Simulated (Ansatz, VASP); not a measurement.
BN in VASP and in Ansatz

```xyz
4
Lattice="2.5064 0.0000 0.0000 -1.2532 2.1706 0.0000 0.0000 0.0000 6.6141" Properties=species:S:1:pos:R:3 pbc="T T T"
B     0.0000    1.4471    1.6535
B     1.2532    0.7235    4.9606
N     0.0000    1.4471    4.9606
N     1.2532    0.7235    1.6535
```

Alike in both runs: functional PBE; dispersion D3(BJ); k mesh 12 × 12 × 4; occupations gaussian, width 0.05 eV; no spin polarisation.

Ansatz relaxed the structure, and its values are those at the end. VASP's run is a single point on that final structure, the one shown.

|  | VASP | Ansatz |
| --- | --- | --- |
| version | VASP 6.6.1 | Ansatz 0.2.0 |
| potentials or method | VASP PAW PBE potentials, release 64 (B, N), cutoff 520 eV | scalar-relativistic, plane waves, PAW |
| valence electrons in the cell | 16 | 16 |

Ansatz gave:

```
gap on the k mesh at the Fermi level (eV) : 4.27
least direct gap on the mesh (eV)         : 4.64
pressure (GPa)                            : 0.0
```

Problem. Estimate VASP's values.

Solution. gap on the k mesh at the Fermi level (eV): 4.27; least direct gap on the mesh (eV): 4.63; pressure (GPa): 0.1.
